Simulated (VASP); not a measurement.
Runs of VASP 6.6.1 on Ga. The structure is that of space group I-43d (No. 220), or close to it. The cells are those of the table. 

```tsv
cell	k mesh	gap on the mesh (eV)	pressure (GPa)
a = 5.063 Å, angles 109.5°, 6 atoms	8 × 8 × 8	none	4.4
a = 5.169 Å, angles 109.5°, 6 atoms	8 × 8 × 8	none	(b)
a = 5.117 Å, angles 109.5°, 6 atoms	8 × 8 × 8	none	2.0
a = 5.220 Å, angles 109.5°, 6 atoms	8 × 8 × 8	none	-1.6
a = 5.154 Å, angles 109.5°, 6 atoms	4 × 4 × 4	none	(a)
a = 5.270 Å, angles 109.5°, 6 atoms	8 × 8 × 8	none	-3.0
```

Alike in all rows: task single point; level PBEsol; potentials or basis VASP PAW PBE potentials, release 64 (Ga_d); no spin polarisation; cutoff (eV) 520; smearing gaussian 0.1 eV.

Question: Fill in the values left out.

Answer: (a) 1.3; (b) 0.1.

Caveats: some runs use coarse meshes; the PAW data sets were made with another functional, which shifts forces and pressure a little.

A k mesh can miss the band edges, and the runs leave out spin-orbit coupling on Ga.

A gap of «none» marks levels without a gap at the run's occupations.
